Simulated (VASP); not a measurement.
Write the native input for VASP 6.6.1 that does the following.

* Task: single point
* Functional: PBE
* Potentials or basis: VASP PAW PBE potentials, release 64 (As)
* Cutoff: 520 eV
* k mesh: 22 × 22 × 22
* Occupations: gaussian, width 0.1 eV
* Spin: no spin polarisation
* Dipole correction: no
* Further INCAR settings: ALGO = Normal; EDIFF = 1e-07; NBANDS = 8

The structure of As lies in POSCAR:

```
As
1.0
    0.0000000000      1.9343681098      2.6579535510
    1.9333485715      0.0000000000      2.6579535510
    1.9333485715      1.9343681098      0.0000000000
As
1
Direct
    0.0000000000      0.0000000000      0.0000000000
```

One way to write it, as run:

INCAR

```
SYSTEM = As
PREC     = Accurate       ! precision mode
ENCUT    = 520            ! plane-wave cutoff, eV
EDIFF    = 1E-7           ! SCF threshold, eV
ISMEAR   = 0              ! smearing method
SIGMA    = 0.1            ! smearing width, eV
LREAL    = .False.        ! projectors in reciprocal space
LASPH    = .True.         ! aspherical terms in the spheres
NELM     = 80             ! most SCF steps
ALGO     = Normal         ! electronic algorithm
ISIF     = 2              ! what is computed and relaxed
LWAVE    = .False.        ! write WAVECAR
LCHARG   = .True.         ! write CHGCAR
GGA      = PE             ! functional
LELF     = .True.         ! ELF
LVHAR    = .True.       
NBANDS   = 8              ! bands
```

KPOINTS

```
regular mesh
0
Gamma
  22 22 22
  0 0 0
```

Potentials or basis: VASP PAW PBE potentials, release 64 (As).

Command:

```bash
$ cat potpaw_PBE.64/As/POTCAR > POTCAR
$ mpirun -np 1 vasp_std > vasp.out
```

It gave:

| Property | Result |
| --- | --- |
| Pressure | 0.1 GPa |
| Band gap on the k mesh | zero (an odd number of electrons rules out a gap without spin polarisation) |

Wall time 72 s on 1 thread of Intel(R) Xeon(R) Platinum 8488C (Sapphire Rapids), with other jobs on the host, peak memory 0.34 GiB.
